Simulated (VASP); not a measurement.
# Mg12H (a cell with a defect) in VASP: a series of runs

Runs on Mg12H (a cell with a defect). Level: PBE+D3(BJ). Tasks: single point.

Program: VASP 6.6.1. These are calculated values, not measurements. Logs are shortened: lines on timing, memory, paths and dates and some standing lists are left out, and cuts for length are marked.

### 1 The cell of the first run

The cell holds a defect, 13 atoms: a = 6.420 Å, b = 9.630 Å, c = 5.213 Å, α = 90.00°, β = 90.00°, γ = 120.00°.

### 2 Single point, PBE+D3(BJ)

File INCAR:

```
ALGO = Normal ; EDIFF = 1E-7
ENCUT = 520 ; GGA = PE
ISIF = 2 ; ISMEAR = 0
IVDW = 12 ; LASPH = True
LCHARG = False ; LREAL = False
LWAVE = False ; NBANDS = 24
NELM = 80 ; PREC = Accurate
SIGMA = 0.15
```

File KPOINTS:

```
k-points
0
Gamma
  3 2 3
```

File POSCAR:

```
Mg12H
1.0
    6.4200000000      0.0000000000      0.0000000000
   -4.8150000000      8.3398250000      0.0000000000
    0.0000000000      0.0000000000      5.2130400000
Mg H
12 1
Direct
   -0.0012627038     -0.0008322382      0.0033212660
    0.1613381654      0.2197439296      0.5019824603
   -0.0001965794      0.3328973309      0.0038784960
    0.1690091199      0.5483333448      0.4974562659
    0.0011500558      0.6673770246     -0.0051281951
    0.1714944523      0.8976760331      0.4972019772
    0.5008799296     -0.0006355710      0.0048275371
    0.6697055672      0.2232548093      0.5076526659
    0.4963515535      0.3307793103      0.0030098646
    0.6553632603      0.5492107374      0.4967693972
    0.5001875947      0.6667275766      0.0054394542
    0.6684817843      0.8889848145      0.5052319575
    0.0013652003      0.6671252981      0.6008509532
```

Potentials or basis: VASP PAW PBE potentials, release 64 (Mg, H).

Command:

```
cat potpaw_PBE.64/Mg/POTCAR potpaw_PBE.64/H/POTCAR > POTCAR
mpirun -np 1 vasp_std > vasp.out
```

OUTCAR:

```text
EDIFF = 1E-7
   ENCUT = 520
   GGA = PE
   ISIF = 2
   ISMEAR = 0
   IVDW = 12
   LASPH = True
   LREAL = False
   NELM = 80
   PREC = Accurate
 IVDW          = 12

 ion  position               nearest neighbor table
   1  0.999  0.999  0.003-   6 3.15  12 3.18   2 3.18   9 3.19   2 3.20  12 3.20   7 3.20   6 3.20
                            11 3.20   5 3.20   3 3.21   7 3.22
   2  0.161  0.220  0.502-   6 3.13   4 3.14  10 3.17   8 3.17  12 3.17   3 3.18   1 3.18   1 3.20
                             9 3.20   3 3.20   9 3.21   8 3.25
   3  1.000  0.333  0.004-   4 3.14   8 3.17   2 3.18   4 3.19   9 3.20   2 3.20   8 3.20   7 3.21
                             1 3.21  11 3.21   5 3.22   9 3.22
   4  0.169  0.548  0.497-  13 2.00  10 3.12   3 3.14   2 3.14  11 3.16   8 3.17   3 3.19  11 3.23
                             5 3.23  12 3.24   5 3.25  10 3.30   6 3.36
   5  0.001  0.667  0.995-  13 2.05   7 3.20   1 3.20  11 3.21  11 3.21   3 3.22   6 3.23   4 3.23
                            10 3.23   9 3.24  10 3.25   6 3.25   4 3.25
   6  0.171  0.898  0.497-  13 2.00   2 3.13   1 3.15   7 3.15   8 3.17  12 3.19   1 3.20   7 3.22
                             5 3.23  12 3.23   5 3.25  10 3.33   4 3.36
   7  0.501  0.999  0.005-   6 3.15   8 3.19  12 3.20   1 3.20  12 3.20  11 3.20   5 3.20   9 3.21
                             3 3.21   8 3.22   6 3.22   1 3.22
   8  0.670  0.223  0.508-   6 3.17   4 3.17   3 3.17   2 3.17   9 3.18  10 3.19   7 3.19   3 3.20
                            12 3.22   7 3.22   9 3.22   2 3.25
   9  0.496  0.331  0.003-  10 3.15   8 3.18   1 3.19   3 3.20   2 3.20   7 3.21  10 3.21   2 3.21
                             3 3.22   8 3.22  11 3.22   5 3.24
  10  0.655  0.549  0.497-  13 2.00   4 3.12   9 3.15  11 3.16   2 3.17   8 3.19   9 3.21  11 3.23
                             5 3.23  12 3.23   5 3.25   4 3.30   6 3.33
  11  0.500  0.667  0.005-  10 3.16   4 3.16  12 3.20  12 3.20   1 3.20   7 3.20   5 3.21   5 3.21
                             3 3.21   9 3.22   4 3.23  10 3.23
  12  0.668  0.889  0.505-   2 3.17   1 3.18   6 3.19   7 3.20   1 3.20  11 3.20  11 3.20   7 3.20
                             8 3.22  10 3.23   6 3.23   4 3.24
  13  0.001  0.667  0.601-   4 2.00   6 2.00  10 2.00   5 2.05

  LATTYP: Found a simple monoclinic cell.
 ALAT       =     6.4200000000
 B/A-ratio  =     0.8120000000
 C/A-ratio  =     1.3228757108
 COS(beta)  =    -0.1889822286

  Lattice vectors:

 A1 = (   6.4200000000,   0.0000000000,   0.0000000000)
 A2 = (   0.0000000000,   0.0000000000,   5.2130400000)
 A3 = (  -1.6050000000,  -8.3398250000,   0.0000000000)

Analysis of symmetry for initial positions (statically):
=====================================================================
 Subroutine PRICEL returns:
 Original cell was already a primitive cell.

 Routine SETGRP: Setting up the symmetry group for a
 simple monoclinic supercell.

 Subroutine GETGRP returns: Found  1 space group operations
 (whereof  1 operations were pure point group operations)
 out of a pool of  4 trial point group operations.

The static configuration has the point symmetry C_1 .

Analysis of symmetry for dynamics (positions and initial velocities):
=====================================================================
 Subroutine PRICEL returns:
 Original cell was already a primitive cell.

 Routine SETGRP: Setting up the symmetry group for a
 simple monoclinic supercell.

 Subroutine GETGRP returns: Found  1 space group operations
 (whereof  1 operations were pure point group operations)
 out of a pool of  4 trial point group operations.

The dynamic configuration has the point symmetry C_1 .

 Subroutine INISYM returns: Found  1 space group operations
 (whereof  1 operations are pure point group operations),
 and found     1 'primitive' translations

----------------------------------------------------------------------------------------

                                     Primitive cell

  volume of cell :     279.1149

  direct lattice vectors                    reciprocal lattice vectors
     6.420000000  0.000000000  0.000000000     0.155763240  0.089929945  0.000000000
    -4.815000000  8.339825000  0.000000000     0.000000000  0.119906593  0.000000000
     0.000000000  0.000000000  5.213040000     0.000000000  0.000000000  0.191826650

  length of vectors
     6.420000000  9.630000313  5.213040000     0.179859895  0.119906593  0.191826650

  position of ions in fractional coordinates (direct lattice)
     0.998737296  0.999167762  0.003321266
     0.161338165  0.219743930  0.501982460
     0.999803421  0.332897331  0.003878496
     0.169009120  0.548333345  0.497456266
     0.001150056  0.667377025  0.994871805
     0.171494452  0.897676033  0.497201977
     0.500879930  0.999364429  0.004827537
[... 36 lines left out ...]
     0.000000000  0.000000000  0.063942217     0.000000000  0.000000000  0.333333333

  Length of vectors
     0.059953298  0.059953296  0.063942217

  Shift w.r.t. Gamma in fractional coordinates (k-lattice)
     0.000000000  0.000000000  0.000000000

 -----------------------------------------------------------------------------
|                                                                             |
|           W    W    AA    RRRRR   N    N  II  N    N   GGGG   !!!           |
|           W    W   A  A   R    R  NN   N  II  NN   N  G    G  !!!           |
|           W    W  A    A  R    R  N N  N  II  N N  N  G       !!!           |
|           W WW W  AAAAAA  RRRRR   N  N N  II  N  N N  G  GGG   !            |
|           WW  WW  A    A  R   R   N   NN  II  N   NN  G    G                |
|           W    W  A    A  R    R  N    N  II  N    N   GGGG   !!!           |
|                                                                             |
|     Your reciprocal lattice and k-lattice belong to different lattice       |
|     classes:                                                                |
|                                                                             |
|        The reciprocal lattice is simple monoclinic,                         |
|        whereas your k-lattice is hexagonal.                                 |
|                                                                             |
|     Results are often still useful ...                                      |
|                                                                             |
 -----------------------------------------------------------------------------

 Subroutine IBZKPT returns following result:
 ===========================================

 Found     10 irreducible k-points:

 Following reciprocal coordinates:
            Coordinates               Weight
  0.000000  0.000000  0.000000      1.000000
  0.333333  0.000000  0.000000      2.000000
  0.000000  0.500000  0.000000      1.000000
  0.333333  0.500000  0.000000      2.000000
  0.000000  0.000000  0.333333      2.000000
  0.333333  0.000000  0.333333      2.000000
 -0.333333  0.000000  0.333333      2.000000
  0.000000  0.500000  0.333333      2.000000
  0.333333  0.500000  0.333333      2.000000
 -0.333333  0.500000  0.333333      2.000000
   k-points           NKPTS =     10   k-points in BZ     NKDIM =     10   number of bands    NBANDS=     24
   number of dos      NEDOS =    301   number of ions     NIONS =     13
   total plane-waves  NPLWV = 138240
   dimension x,y,z NGX =    48 NGY =   72 NGZ =   40
   dimension x,y,z NGXF=    96 NGYF=  144 NGZF=   80
   ions per type =              12   1
   NGX,Y,Z   is equivalent  to a cutoff of  12.43, 12.43, 12.76 a.u.
   NGXF,Y,Z  is equivalent  to a cutoff of  24.86, 24.86, 25.51 a.u.
 SYSTEM =  unknown system
   PREC   = accura    normal or accurate (medium, high low for compatibility)
   ISTART =      0    job   : 0-new  1-cont  2-samecut
   ICHARG =      2    charge: 1-file 2-atom 10-const
   ISPIN  =      1    spin polarized calculation?
   LNONCOLLINEAR =      F non collinear calculations
   LSORBIT =      F    spin-orbit coupling
   LASPH  =      T    aspherical Exc in radial PAW
   ENCUT  =  520.0 eV  38.22 Ry    6.18 a.u.  11.94 17.91  9.69*2*pi/ulx,y,z
   NELM   =     80;   NELMIN=  2; NELMDL= -5     # of ELM steps
   EDIFF  = 0.1E-06   stopping-criterion for ELM
   LREAL  =      F    real-space projection
   EDIFFG = 0.1E-05   stopping-criterion for IOM
   NSW    =      0    number of steps for IOM
   IBRION =     -1    ionic relax: 0-MD 1-quasi-New 2-CG
   NFREE  =      0    steps in history (QN), initial steepest desc. (CG)
   ISIF   =      2    stress and relaxation
   ISYM   =      2    0-nonsym 1-usesym 2-fastsym
   POTIM  = 0.5000    time-step for ionic-motion
   TEBEG  =    0.0;   TEEND  =   0.0 temperature during run
   PSTRESS=    0.0 pullay stress
   NELECT =      25.0000    total number of electrons
   NUPDOWN=      -1.0000    fix difference up-down
   EMIN   =  10.00;   EMAX   =-10.00  energy-range for DOS
   EFERMI =   0.00;   METHOD = LEGACY
   ISMEAR =     0;   SIGMA  =   0.15  broadening in eV -4-tet -1-fermi 0-gaus
   EFERMI_NEDOS =   21; number of points for ismear=-14 and -15
   IALGO  =     38    algorithm
   IMIX   =      4    mixing-type and parameters
     AMIX     =   0.40;   BMIX     =  1.00
     AMIX_MAG =   1.60;   BMIX_MAG =  1.00
  volume/ion in A,a.u.               =      21.47       144.89
  Fermi-wavevector in a.u.,A,eV,Ry     =   0.732477  1.384180  7.299827  0.536522
  Thomas-Fermi vector in A             =   1.824949
   LORBIT       =      0    0 simple, 1 ext, 2 COOP (PROOUT), +10 PAW based schemes
   GGA     = PE    functional components
   LHFCALC =     F    Hartree Fock is set to
   AEXX    =    0.0000 exact exchange contribution
   IVDW    =    12    specifies the selected vdW correction
   LEPSILON=     F    determine dielectric tensor
   LRPA    =     F    only Hartree local field effects (RPA)
 non-spin polarized calculation
 Gauss-broadening in eV      SIGMA  =   0.15
  energy-cutoff  :      520.00
  volume of cell :      279.11
 maximum number of plane-waves:      7549
   NGX = 23   NGY = 35   NGZ = 19

 number of electron      25.0000000 magnetization

 Free energy of the ion-electron system (eV)
  ---------------------------------------------------
  ext. energy  EPLUGINS =         0.00000000
  ---------------------------------------------------
  free energy    TOTEN  =       -20.85050826 eV

  energy without entropy =      -20.76804304  energy(sigma->0) =      -20.80927565

 E-fermi :   2.6168     XC(G=0):  -8.4988

 val. band max:        2.5399116637   @ k =  -0.3333   0.0000   0.3333
 cond. band min:       2.6276080457   @ k =   0.0000   0.0000   0.3333
 fundamental gap:      0.0876963820
 Fermi energy:         2.6168041346

 k-point     1 :       0.0000    0.0000    0.0000
  band No.  band energies     occupation
      1      -4.8369      2.00000
      2      -3.0982      2.00000
      3      -2.1492      2.00000
      4      -1.3080      2.00000
      5      -0.5670      2.00000
      6      -0.0343      2.00000
[... 259 lines left out ...]
     23       6.3050      0.00000
     24       6.3540      0.00000

------------------------ aborting loop because EDIFF is reached ----------------------------------------

 Edisp (eV)   -3.46497

 E8    (eV) :    -1.5052

  FORCE on cell =-STRESS in cart. coord.  units (eV):
  Direction    XX          YY          ZZ          XY          YZ          ZX
  --------------------------------------------------------------------------------------
  -------------------------------------------------------------------------------------
  Total      -3.70879    -3.88336    -3.73359     0.33098     0.02611    -0.00261
  in kB     -21.28921   -22.29130   -21.43155     1.89990     0.14985    -0.01497
  external pressure =      -21.67 kB  Pullay stress =        0.00 kB

 VOLUME and BASIS-vectors are now :
 -----------------------------------------------------------------------------
  energy-cutoff  :      520.00
  volume of cell :      279.11
      direct lattice vectors                 reciprocal lattice vectors
     6.420000000  0.000000000  0.000000000     0.155763240  0.089929945  0.000000000
    -4.815000000  8.339825000  0.000000000     0.000000000  0.119906593  0.000000000
     0.000000000  0.000000000  5.213040000     0.000000000  0.000000000  0.191826650

 POSITION                                       TOTAL-FORCE (eV/Angst)
 -----------------------------------------------------------------------------------
      1.60090      8.33288      0.01731         0.002200      0.007889     -0.005445
     -0.02228      1.83263      2.61685         0.011101      0.009810      0.000253
      4.81584      2.77631      0.02022        -0.005466     -0.006679      0.002466
     -1.55519      4.57300      2.59326         0.009004      0.007891      0.002424
     -3.20604      5.56581      5.18631        -0.002555     -0.022278      0.005970
     -3.22132      7.48646      2.59193         0.006949      0.001107      0.026178
     -1.59629      8.33452      0.02517        -0.002234      0.009003     -0.009704
      3.22454      1.86191      2.64641        -0.006617     -0.007781     -0.009807
      1.59387      2.75864      0.01569         0.007892      0.008071      0.001358
      1.56298      4.58032      2.58968        -0.010184      0.003287      0.003953
      0.00091      5.56039      0.02836         0.000285     -0.004348     -0.012371
      0.01119      7.41398      2.63379        -0.011069     -0.009623     -0.005970
     -3.20344      5.56371      3.13226         0.000694      0.003651      0.000694
 -----------------------------------------------------------------------------------
    total drift:                                0.000015     -0.000014      0.000274

  FREE ENERGIE OF THE ION-ELECTRON SYSTEM (eV)
  ---------------------------------------------------
  free  energy   TOTEN  =       -24.3154827608 eV

  energy  without entropy=      -24.2330175349  energy(sigma->0) =      -24.27425015
```

It took 95 s on 1 thread of Intel Xeon Platinum 8488C (Sapphire Rapids), shared host; peak memory 0.35 GiB.

Results:

* Free energy: -24.3155 eV
* Pressure: -2.2 GPa
* Largest force: 0.027 eV/Å
* Dispersion energy per atom: -0.267 eV

Forces on the atoms (eV/Å):
```
Mg   0.002  0.008 -0.005
Mg   0.011  0.010  0.000
Mg  -0.005 -0.007  0.002
Mg   0.009  0.008  0.002
Mg  -0.003 -0.022  0.006
Mg   0.007  0.001  0.026
Mg  -0.002  0.009 -0.010
Mg  -0.007 -0.008 -0.010
Mg   0.008  0.008  0.001
Mg  -0.010  0.003  0.004
Mg   0.000 -0.004 -0.012
Mg  -0.011 -0.010 -0.006
H    0.001  0.004  0.001
```

Stress tensor (GPa, compression positive):
```
-2.13  0.19  0.00
 0.19 -2.23  0.01
 0.00  0.01 -2.14
```

Levels at points of the mesh, in eV from the Fermi level:
```csv
k point,band 8,band 9,band 10,band 11,band 12,band 13,band 14,band 15,band 16,band 17
"(0.00, 0.00, 0.00)",-1.79,-1.50,-0.75,-0.19,0.12,0.28,0.36,0.54,1.50,1.76
"(0.00, 0.50, 0.00)",-2.14,-1.48,-1.19,-1.06,-0.74,-0.32,-0.18,1.26,1.78,1.89
```

Caveat: the k points lie up to 0.40 Å⁻¹ apart.

### 3 Single point, PBE+D3(BJ)

File INCAR:

```
SYSTEM = Mg12H
ALGO = Normal ; EDIFF = 1E-6
ENCUT = 520 ; GGA = PE
ISIF = 2 ; ISMEAR = 0
IVDW = 12 ; LASPH = .TRUE.
LCHARG = .FALSE. ; LREAL = .FALSE.
LWAVE = .FALSE. ; NBANDS = 24
NELM = 80 ; PREC = Accurate
SIGMA = 0.15
```

File KPOINTS:

```
k-points
0
G
  3 2 3
  0 0 0
```

File POSCAR:

```
Mg12H
1.0
    6.4200000000      0.0000000000      0.0000000000
   -4.8150000000      8.3398250000      0.0000000000
    0.0000000000      0.0000000000      5.2130400000
Mg H
12 1
Direct
   -0.0002164123      0.0005023787     -0.0031095331
    0.1632489238      0.2212316286      0.4984611833
    0.0001702449      0.3333260478     -0.0031924778
    0.1696884726      0.5495427709      0.5030453124
    0.0007840519      0.6672003160      0.0040356743
    0.1723391760      0.8985961865      0.5008274747
    0.5013355319      0.0007574016     -0.0037435599
    0.6702856660      0.2242800095      0.4940244456
    0.4979137245      0.3322295934     -0.0024213577
    0.6561542022      0.5506469773      0.5034345391
    0.5004895083      0.6675679367     -0.0037700897
    0.6684910540      0.8899272565      0.4964983977
    0.0021584661      0.6686277466      0.3953628810
```

Potentials or basis: VASP PAW PBE potentials, release 64 (Mg, H).

Command:

```
cat potpaw_PBE.64/Mg/POTCAR potpaw_PBE.64/H/POTCAR > POTCAR
mpirun -np 1 vasp_std > vasp.out
```

Run time: 75 s. Hardware: 1 thread of Intel Xeon Platinum 8488C (Sapphire Rapids), shared host; peak memory 0.37 GiB.

Results (log left out):

```yaml
Free_energy: -24.3158 eV
Pressure: -2.2 GPa
Largest_force: 0.027 eV/Å
Dispersion_energy_per_atom: -0.267 eV
```

Forces in eV/Å, atoms in the order of the input:
```
Mg   0.001 -0.002  0.001
Mg   0.000  0.001  0.000
Mg  -0.001  0.002 -0.001
Mg  -0.002  0.008 -0.003
Mg   0.000  0.003 -0.015
Mg   0.000  0.001  0.000
Mg   0.000 -0.002  0.000
Mg   0.000 -0.002 -0.002
Mg   0.000  0.000  0.000
Mg   0.000  0.006 -0.002
Mg   0.000  0.000  0.000
Mg   0.000 -0.001 -0.002
H    0.003 -0.013  0.024
```

Stress tensor (GPa, compression positive):
```
-2.12  0.19  0.00
 0.19 -2.23 -0.02
 0.00 -0.02 -2.15
```

Levels at points of the mesh, in eV from the Fermi level:
```tsv
k point	band 8	band 9	band 10	band 11	band 12	band 13	band 14	band 15	band 16	band 17
(0.00, 0.00, 0.00)	-1.80	-1.50	-0.75	-0.18	0.11	0.29	0.36	0.55	1.49	1.76
(0.00, 0.50, 0.00)	-2.14	-1.48	-1.19	-1.05	-0.74	-0.33	-0.18	1.25	1.78	1.90
```

Caveat: the k points lie up to 0.40 Å⁻¹ apart.
